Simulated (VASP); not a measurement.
Set up this calculation in VASP 6.6.1, as the native input.

| Property | Result |
| --- | --- |
| Task | single point |
| Functional | PBEsol |
| Potentials or basis | VASP PAW PBE potentials, release 64 (Ca_sv) |
| Cutoff | 520 eV |
| k mesh | 13 × 13 × 13 |
| Occupations | fermi-dirac, width 0.1 eV |
| Spin | no spin polarisation |
| Dipole correction | no |
| Further INCAR settings | ALGO = Normal; EDIFF = 1e-06; NBANDS = 11 |

The structure of Ca lies in POSCAR:

```
Ca
1.0
    2.6934500000      0.0000000000      0.0000000000
    0.0000000000      2.6934500000      0.0000000000
    0.0000000000      0.0000000000      2.6150000000
Ca
1
Direct
    0.0000000000      0.0000000000      0.0000000000
```

One way to write it, as run:

INCAR

```
SYSTEM = Ca
PREC = Accurate
ENCUT = 520
EDIFF = 1E-6
ISMEAR = -1
SIGMA = 0.1
LREAL = .False.
LASPH = .True.
NELM = 100
ALGO = Normal
ISIF = 2
LWAVE = .False.
LCHARG = .False.
GGA = PS
NBANDS = 11
```

KPOINTS

```
regular mesh
0
Gamma
  13 13 13
  0 0 0
```

Potentials or basis: VASP PAW PBE potentials, release 64 (Ca_sv).

Launch:

```sh
$ cat potpaw_PBE.64/Ca_sv/POTCAR > POTCAR
$ mpirun -np 1 vasp_std > vasp.out
```

It gave:

* Pressure: 32.8 GPa
* Band gap on the k mesh: zero (band 5 reaches 6.02 eV, above the bottom of band 6 at 5.52 eV)

Caveat: the PAW data sets were made with another functional, which shifts forces and pressure a little.

Wall time 16 s on 1 thread of Intel(R) Xeon(R) Platinum 8488C (Sapphire Rapids), on a shared host, peak memory 0.15 GiB.
